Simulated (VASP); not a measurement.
# Zr3TiN4 (Pm-3m) in VASP: notebook

Runs on Zr3TiN4. Level: PBE. Tasks: single point.

All numbers are computed with VASP 6.6.1; they aren't measurements. Logs are shortened: lines on timing, memory, paths and dates and some standing lists are left out, and cuts for length are marked.

## Step 1: The cell of the first run

Symmetry: Pm-3m, No. 221, cubic system. The conventional cell has a = 4.527 Å, b = 4.527 Å, c = 4.527 Å, α = 90.00°, β = 90.00°, γ = 90.00°. Within 3.0 Å of Zr (site symmetry 4/mmm) lie 6 N at 2.26 Å. Ti (site symmetry m-3m) has 6 N at 2.26 Å within 3.0 Å. N (site symmetry 4/mmm) has 4 Zr at 2.26 Å and 2 Ti at 2.26 Å within 3.0 Å. N (site symmetry m-3m) has 6 Zr at 2.26 Å within 3.0 Å.

## Step 2: Single point, PBE

Input file INCAR:

```
SYSTEM = Zr3TiN4
  PREC = Accurate
  ENCUT = 520
  EDIFF = 1E-6
  ISMEAR = 0
  SIGMA = 0.1
  LREAL = .FALSE.
  LASPH = .TRUE.
  NELM = 100
  ALGO = Normal
  ISIF = 2
  LWAVE = .FALSE.
  LCHARG = .FALSE.
  GGA = PE
  NBANDS = 44
```

Input file KPOINTS:

```
regular mesh
0
G
  8 8 8
  0 0 0
```

Input file POSCAR:

```
Zr3TiN4
1.0
    4.5272824000      0.0000000000      0.0000000000
    0.0000000000      4.5272824000      0.0000000000
    0.0000000000      0.0000000000      4.5272824000
Zr Ti N
3 1 4
Direct
    0.0000000000      0.0000000000      0.5000000000
    0.5000000000      0.0000000000      0.0000000000
    0.0000000000      0.5000000000      0.0000000000
    0.5000000000      0.5000000000      0.5000000000
    0.5000000000      0.5000000000      0.0000000000
    0.0000000000      0.5000000000      0.5000000000
    0.5000000000      0.0000000000      0.5000000000
    0.0000000000      0.0000000000      0.0000000000
```

Potentials or basis: VASP PAW PBE potentials, release 64 (Zr_sv, Ti_sv, N).

On the command line:

```console
> cat potpaw_PBE.64/Zr_sv/POTCAR potpaw_PBE.64/Ti_sv/POTCAR potpaw_PBE.64/N/POTCAR > POTCAR
> mpirun -np 1 vasp_std > vasp.out
```

OUTCAR:

```text
SYSTEM = Zr3TiN4
   PREC = Accurate
   ENCUT = 520
   EDIFF = 1E-6
   ISMEAR = 0
   LREAL = .FALSE.
   LASPH = .TRUE.
   NELM = 100
   ISIF = 2
   GGA = PE

 ion  position               nearest neighbor table
   1  0.000  0.000  0.500-   6 2.26   7 2.26   8 2.26   8 2.26   6 2.26   7 2.26   2 3.20   3 3.20
                             2 3.20   3 3.20   4 3.20   3 3.20   3 3.20   2 3.20   4 3.20   4 3.20
   2  0.500  0.000  0.000-   5 2.26   7 2.26   8 2.26   7 2.26   5 2.26   8 2.26   1 3.20   4 3.20
                             1 3.20   3 3.20   4 3.20   3 3.20   4 3.20   1 3.20   3 3.20   4 3.20
   3  0.000  0.500  0.000-   5 2.26   6 2.26   8 2.26   6 2.26   8 2.26   5 2.26   1 3.20   4 3.20
                             1 3.20   1 3.20   2 3.20   2 3.20   1 3.20   2 3.20   4 3.20   4 3.20
   4  0.500  0.500  0.500-   5 2.26   6 2.26   7 2.26   5 2.26   7 2.26   6 2.26   2 3.20   3 3.20
                             1 3.20   1 3.20   2 3.20   2 3.20   2 3.20   1 3.20   3 3.20   3 3.20
   5  0.500  0.500  0.000-   2 2.26   3 2.26   4 2.26   4 2.26   2 2.26   3 2.26
   6  0.000  0.500  0.500-   1 2.26   3 2.26   4 2.26   3 2.26   1 2.26   4 2.26
   7  0.500  0.000  0.500-   1 2.26   2 2.26   4 2.26   2 2.26   4 2.26   1 2.26
   8  0.000  0.000  0.000-   1 2.26   2 2.26   3 2.26   1 2.26   3 2.26   2 2.26

  LATTYP: Found a simple cubic cell.
 ALAT       =     4.5272824000

  Lattice vectors:

 A1 = (   4.5272824000,   0.0000000000,   0.0000000000)
 A2 = (   0.0000000000,   4.5272824000,   0.0000000000)
 A3 = (   0.0000000000,   0.0000000000,   4.5272824000)

Analysis of symmetry for initial positions (statically):
=====================================================================
 Subroutine PRICEL returns:
 Original cell was already a primitive cell.

 Routine SETGRP: Setting up the symmetry group for a
 simple cubic supercell.

 Subroutine GETGRP returns: Found 48 space group operations
 (whereof 48 operations were pure point group operations)
 out of a pool of 48 trial point group operations.

The static configuration has the point symmetry O_h .

Analysis of symmetry for dynamics (positions and initial velocities):
=====================================================================
 Subroutine PRICEL returns:
 Original cell was already a primitive cell.

 Routine SETGRP: Setting up the symmetry group for a
 simple cubic supercell.

 Subroutine GETGRP returns: Found 48 space group operations
 (whereof 48 operations were pure point group operations)
 out of a pool of 48 trial point group operations.

The dynamic configuration has the point symmetry O_h .

 Subroutine INISYM returns: Found 48 space group operations
 (whereof 48 operations are pure point group operations),
 and found     1 'primitive' translations

----------------------------------------------------------------------------------------

                                     Primitive cell

  volume of cell :      92.7925

  direct lattice vectors                    reciprocal lattice vectors
     4.527282400  0.000000000  0.000000000     0.220883062  0.000000000  0.000000000
     0.000000000  4.527282400  0.000000000     0.000000000  0.220883062  0.000000000
     0.000000000  0.000000000  4.527282400     0.000000000  0.000000000  0.220883062

  length of vectors
     4.527282400  4.527282400  4.527282400     0.220883062  0.220883062  0.220883062

  position of ions in fractional coordinates (direct lattice)
     0.000000000  0.000000000  0.500000000
     0.500000000  0.000000000  0.000000000
     0.000000000  0.500000000  0.000000000
     0.500000000  0.500000000  0.500000000
     0.500000000  0.500000000  0.000000000
     0.000000000  0.500000000  0.500000000
     0.500000000  0.000000000  0.500000000
     0.000000000  0.000000000  0.000000000

  ion indices of the primitive-cell ions
   primitive index   ion index
                 1           1
                 2           2
                 3           3
                 4           4
                 5           5
                 6           6
                 7           7
                 8           8

----------------------------------------------------------------------------------------

 KPOINTS: regular mesh

Automatic generation of k-mesh.
 Grid dimensions read from file:
 generate k-points for:    8    8    8

 Generating k-lattice:

  Cartesian coordinates                     Fractional coordinates (reciprocal lattice)
     0.027610383  0.000000000  0.000000000     0.125000000  0.000000000  0.000000000
     0.000000000  0.027610383  0.000000000     0.000000000  0.125000000  0.000000000
     0.000000000  0.000000000  0.027610383     0.000000000  0.000000000  0.125000000

  Length of vectors
     0.027610383  0.027610383  0.027610383

  Shift w.r.t. Gamma in fractional coordinates (k-lattice)
     0.000000000  0.000000000  0.000000000

 Subroutine IBZKPT returns following result:
 ===========================================

 Found     35 irreducible k-points:

 Following reciprocal coordinates:
            Coordinates               Weight
  0.000000  0.000000  0.000000      1.000000
  0.125000  0.000000  0.000000      6.000000
  0.250000  0.000000  0.000000      6.000000
  0.375000  0.000000  0.000000      6.000000
  0.500000  0.000000  0.000000      3.000000
  0.125000  0.125000  0.000000     12.000000
[... 16 lines left out ...]
  0.375000  0.375000  0.125000     24.000000
  0.500000  0.375000  0.125000     24.000000
 [... further k-points ...]
   k-points           NKPTS =     35   k-points in BZ     NKDIM =     35   number of bands    NBANDS=     44
   number of dos      NEDOS =    301   number of ions     NIONS =      8
   total plane-waves  NPLWV =  46656
   dimension x,y,z NGX =    36 NGY =   36 NGZ =   36
   dimension x,y,z NGXF=    72 NGYF=   72 NGZF=   72
   ions per type =               3   1   4
   NGX,Y,Z   is equivalent  to a cutoff of  13.22, 13.22, 13.22 a.u.
   NGXF,Y,Z  is equivalent  to a cutoff of  26.44, 26.44, 26.44 a.u.
 SYSTEM =  Zr3TiN4
   PREC   = accura    normal or accurate (medium, high low for compatibility)
   ISTART =      0    job   : 0-new  1-cont  2-samecut
   ICHARG =      2    charge: 1-file 2-atom 10-const
   ISPIN  =      1    spin polarized calculation?
   LNONCOLLINEAR =      F non collinear calculations
   LSORBIT =      F    spin-orbit coupling
   LASPH  =      T    aspherical Exc in radial PAW
   ENCUT  =  520.0 eV  38.22 Ry    6.18 a.u.   8.42  8.42  8.42*2*pi/ulx,y,z
   NELM   =    100;   NELMIN=  2; NELMDL= -5     # of ELM steps
   EDIFF  = 0.1E-05   stopping-criterion for ELM
   LREAL  =      F    real-space projection
   EDIFFG = 0.1E-04   stopping-criterion for IOM
   NSW    =      0    number of steps for IOM
   IBRION =     -1    ionic relax: 0-MD 1-quasi-New 2-CG
   NFREE  =      0    steps in history (QN), initial steepest desc. (CG)
   ISIF   =      2    stress and relaxation
   ISYM   =      2    0-nonsym 1-usesym 2-fastsym
   POTIM  = 0.5000    time-step for ionic-motion
   TEBEG  =    0.0;   TEEND  =   0.0 temperature during run
   PSTRESS=    0.0 pullay stress
   NELECT =      68.0000    total number of electrons
   NUPDOWN=      -1.0000    fix difference up-down
   EMIN   =  10.00;   EMAX   =-10.00  energy-range for DOS
   EFERMI =   0.00;   METHOD = LEGACY
   ISMEAR =     0;   SIGMA  =   0.10  broadening in eV -4-tet -1-fermi 0-gaus
   EFERMI_NEDOS =   21; number of points for ismear=-14 and -15
   IALGO  =     38    algorithm
   IMIX   =      4    mixing-type and parameters
     AMIX     =   0.40;   BMIX     =  1.00
     AMIX_MAG =   1.60;   BMIX_MAG =  1.00
  volume/ion in A,a.u.               =      11.60        78.27
  Fermi-wavevector in a.u.,A,eV,Ry     =   1.475956  2.789153 29.639578  2.178448
  Thomas-Fermi vector in A             =   2.590542
   LORBIT       =      0    0 simple, 1 ext, 2 COOP (PROOUT), +10 PAW based schemes
   GGA     = PE    functional components
   LHFCALC =     F    Hartree Fock is set to
   AEXX    =    0.0000 exact exchange contribution
   IVDW    =     0    specifies the selected vdW correction
   LEPSILON=     F    determine dielectric tensor
   LRPA    =     F    only Hartree local field effects (RPA)
 non-spin polarized calculation
 Gauss-broadening in eV      SIGMA  =   0.10
  energy-cutoff  :      520.00
  volume of cell :       92.79
 maximum number of plane-waves:      2522
 NGX is ok and might be reduce to    36
   NGX = 17   NGY = 17   NGZ = 17

 number of electron      68.0000008 magnetization

 Free energy of the ion-electron system (eV)
  ---------------------------------------------------
  ext. energy  EPLUGINS =         0.00000000
  ---------------------------------------------------
  free energy    TOTEN  =       -80.35779506 eV

  energy without entropy =      -80.33675194  energy(sigma->0) =      -80.34727350

 E-fermi :  11.5916     XC(G=0): -12.5218

 val. band max:       11.5639596916   @ k =   0.3750   0.2500   0.0000
 cond. band min:      11.6297664267   @ k =   0.3750   0.2500   0.1250
 fundamental gap:      0.0658067351
 Fermi energy:        11.5915974839

 k-point     1 :       0.0000    0.0000    0.0000
  band No.  band energies     occupation
      1     -46.3319      2.00000
      2     -37.8396      2.00000
      3     -37.6756      2.00000
      4     -37.6756      2.00000
      5     -22.6078      2.00000
      6     -22.6078      2.00000
[... 36 lines left out ...]
     43      14.6593      0.00000
     44      14.6669      0.00000

 k-point     2 :       0.1250    0.0000    0.0000
  band No.  band energies     occupation
      1     -46.3318      2.00000
      2     -37.8341      2.00000
      3     -37.6811      2.00000
      4     -37.6755      2.00000
      5     -22.6084      2.00000
      6     -22.6075      2.00000
[... 1026 lines left out ...]
 k-point    24 :       0.5000    0.3750    0.1250
  band No.  band energies     occupation
      1     -46.3315      2.00000
      2     -37.7488      2.00000
      3     -37.7293      2.00000
      4     -37.7098      2.00000
      5     -22.6157      2.00000
      6     -22.6147      2.00000
[... 36 lines left out ...]
     43      14.5288      0.00000
     44      14.7977      0.00000

 [... further k-points ...]

------------------------ aborting loop because EDIFF is reached ----------------------------------------

  FORCE on cell =-STRESS in cart. coord.  units (eV):
  Direction    XX          YY          ZZ          XY          YZ          ZX
  --------------------------------------------------------------------------------------
  -------------------------------------------------------------------------------------
  Total        0.1780513      0.1780513      0.1780513     -0.0000000     -0.0000000     -0.0000000
  in kB        3.0742777      3.0742777      3.0742777     -0.0000000     -0.0000000     -0.0000000
  external PRESSURE =       3.0742777 kB  Pullay stress =       0.0000000 kB

 VOLUME and BASIS-vectors are now :
 -----------------------------------------------------------------------------
  energy-cutoff  :      520.00
  volume of cell :       92.79
      direct lattice vectors                 reciprocal lattice vectors
     4.527282400  0.000000000  0.000000000     0.220883062  0.000000000  0.000000000
     0.000000000  4.527282400  0.000000000     0.000000000  0.220883062  0.000000000
     0.000000000  0.000000000  4.527282400     0.000000000  0.000000000  0.220883062

 POSITION                                       TOTAL-FORCE (eV/Angst)
 -----------------------------------------------------------------------------------
      0.00000      0.00000      2.26364         0.000000      0.000000      0.000000
      2.26364      0.00000      0.00000         0.000000      0.000000      0.000000
      0.00000      2.26364      0.00000         0.000000      0.000000      0.000000
      2.26364      2.26364      2.26364         0.000000      0.000000      0.000000
      2.26364      2.26364      0.00000         0.000000      0.000000      0.000000
      0.00000      2.26364      2.26364         0.000000      0.000000      0.000000
      2.26364      0.00000      2.26364         0.000000      0.000000      0.000000
      0.00000      0.00000      0.00000         0.000000      0.000000      0.000000
 -----------------------------------------------------------------------------------
    total drift:                                0.000000      0.000000     -0.000000

  FREE ENERGIE OF THE ION-ELECTRON SYSTEM (eV)
  ---------------------------------------------------
  free  energy   TOTEN  =       -80.3577950649 eV

  energy  without entropy=      -80.3367519393  energy(sigma->0) =      -80.34727350
```

Run time: 88 s. Hardware: 1 thread of Intel Xeon 6975P-C (Granite Rapids), shared host; peak memory 0.28 GiB.

Results:

* Free energy: -80.3578 eV
* Pressure: 0.3 GPa
* Band gap on the k mesh: zero (bands 34 and 35 overlap by 3.80 eV)

Levels at points of the mesh, in eV from the Fermi level:
```csv
k point,band 31,band 32,band 33,band 34,band 35,band 36,band 37,band 38
"(0.00, 0.00, 0.00)",-2.87,-2.87,-2.44,-2.44,-2.44,-0.41,-0.41,-0.41
"(0.50, 0.00, 0.00)",-3.21,-3.21,-2.20,-1.91,0.62,0.62,1.15,1.33
"(0.50, 0.50, 0.00)",-4.35,-4.35,0.75,0.75,1.35,1.69,1.87,1.90
"(0.50, 0.50, 0.50)",-4.99,-4.99,1.36,1.36,1.36,3.18,3.18,3.31
```

## Step 3: Single point, PBE (11.95 Å³/atom)

This run uses another cell than the first one, of 11.95 Å³/atom.

Input file INCAR:

```
SYSTEM = Zr3TiN4
PREC = Accurate
ENCUT = 520
EDIFF = 1E-7
ISMEAR = 0
SIGMA = 0.1
LREAL = .FALSE.
LASPH = .TRUE.
NELM = 100
ALGO = Normal
ISIF = 2
LWAVE = .FALSE.
LCHARG = .FALSE.
GGA = PE
NBANDS = 44
```

KPOINTS is that of step 2.

POSCAR, as its differences from that of step 2:

```diff
@@ -2,5 +2,5 @@
 1.0
-    4.5272824000      0.0000000000      0.0000000000
-    0.0000000000      4.5272824000      0.0000000000
-    0.0000000000      0.0000000000      4.5272824000
+    4.5721098936      0.0000000000      0.0000000000
+    0.0000000000      4.5721098936      0.0000000000
+    0.0000000000      0.0000000000      4.5721098936
 Zr Ti N
```

Potentials or basis: VASP PAW PBE potentials, release 64 (Zr_sv, Ti_sv, N).

On the command line:

```console
> cat potpaw_PBE.64/Zr_sv/POTCAR potpaw_PBE.64/Ti_sv/POTCAR potpaw_PBE.64/N/POTCAR > POTCAR
> mpirun -np 1 vasp_std > vasp.out
```

Run time: 90 s. Hardware: 1 thread of Intel Xeon 6975P-C (Granite Rapids), shared host; peak memory 0.27 GiB.

The run converged. Its results:

* Free energy: -80.3034 eV
* Pressure: -6.7 GPa
* Band gap on the k mesh: zero (bands 34 and 35 overlap by 3.68 eV)

Levels at points of the mesh, in eV from the Fermi level:
| k point | band 32 | band 33 | band 34 | band 35 | band 36 | band 37 |
| --- | --- | --- | --- | --- | --- | --- |
| (0.00, 0.00, 0.00) | -2.86 | -2.40 | -2.40 | -2.40 | -0.40 | -0.40 |
| (0.50, 0.00, 0.00) | -3.17 | -2.12 | -1.83 | 0.59 | 0.59 | 1.09 |
| (0.50, 0.50, 0.00) | -4.29 | 0.72 | 0.72 | 1.28 | 1.59 | 1.80 |
| (0.50, 0.50, 0.50) | -4.85 | 1.29 | 1.29 | 1.29 | 3.04 | 3.04 |

Caveat: the cell stands under tension.
